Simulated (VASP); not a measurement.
## W4C4F: single point with LDA

The system is W4C4F, a slab with vacuum.

```xyz
18
Lattice="5.6930 0.0000 0.0000 -2.8465 4.9302 0.0000 0.0000 0.0000 15.1931" Properties=species:S:1:pos:R:3 pbc="T T T"
W     0.0000    0.0000    1.0000
W    -0.0126   -0.0108    3.8080
W    -1.4232    2.4651    1.0000
W    -1.4325    2.4641    3.8400
W     2.8465    0.0000    1.0000
W     2.8352   -0.0100    3.8102
W     1.4232    2.4651    1.0000
W     1.4132    2.4634    3.8412
C     1.4178    0.8224    2.3268
C     1.4038    0.7744    5.0964
C    -0.0025    3.2796    2.3059
C    -0.0125    3.3329    4.9597
C     4.2643    0.8233    2.3263
C     4.2521    0.7792    5.0980
C     2.8433    3.2792    2.3052
C     2.8337    3.3323    4.9582
F     4.2198    5.7449    6.4053
F     1.3916    5.7603    6.4077
```

| Item | Value |
| --- | --- |
| Program | VASP 6.6.1 |
| Task | single point |
| Functional | LDA |
| Potentials or basis | VASP PAW LDA potentials, release 64 (W_sv, C, F) |
| Cutoff | 520 eV |
| k mesh | 3 × 3 × 1 |
| Occupations | gaussian, width 0.1 eV |
| Spin | no spin polarisation |
| Dipole correction | no |
| Further INCAR settings | ALGO = Normal; EDIFF = 1e-06; NBANDS = 94; NELMDL = -8 |

- Largest force: 0.601 eV/Å
- Band gap on the k mesh: zero (bands 79 and 80 overlap by 1.07 eV)

Forces on the atoms (eV/Å):
```
W   -0.050  0.032 -0.176
W    0.013  0.057 -0.017
W   -0.035 -0.158 -0.126
W   -0.003 -0.022 -0.032
W   -0.052  0.037 -0.158
W    0.001  0.056 -0.024
W   -0.044 -0.167 -0.118
W    0.005 -0.031 -0.041
C    0.006  0.009  0.004
C    0.011 -0.018 -0.417
C   -0.003 -0.001  0.014
C    0.010  0.014  0.174
C    0.002  0.002  0.006
C    0.030 -0.038 -0.413
C   -0.001 -0.002  0.019
C    0.011  0.024  0.181
F    0.071  0.117  0.585
F    0.028  0.090  0.539
```

Levels at points of the mesh, in eV from the Fermi level:
| k point | band 76 | band 77 | band 78 | band 79 | band 80 | band 81 | band 82 | band 83 | band 84 | band 85 |
| --- | --- | --- | --- | --- | --- | --- | --- | --- | --- | --- |
| (0.00, 0.00, 0.00) | -0.28 | 0.53 | 0.55 | 0.81 | 0.84 | 0.85 | 1.43 | 1.76 | 2.59 | 2.65 |

It took 4.3 min on 1 thread of Intel(R) Xeon(R) 6975P-C (Granite Rapids) (shared host), peak memory 0.46 GiB.

Caveat: the k points lie up to 0.42 Å⁻¹ apart, too coarse for converged energies and pressures of a metal; spin-orbit coupling is left out, which moves the levels of the heavy elements.
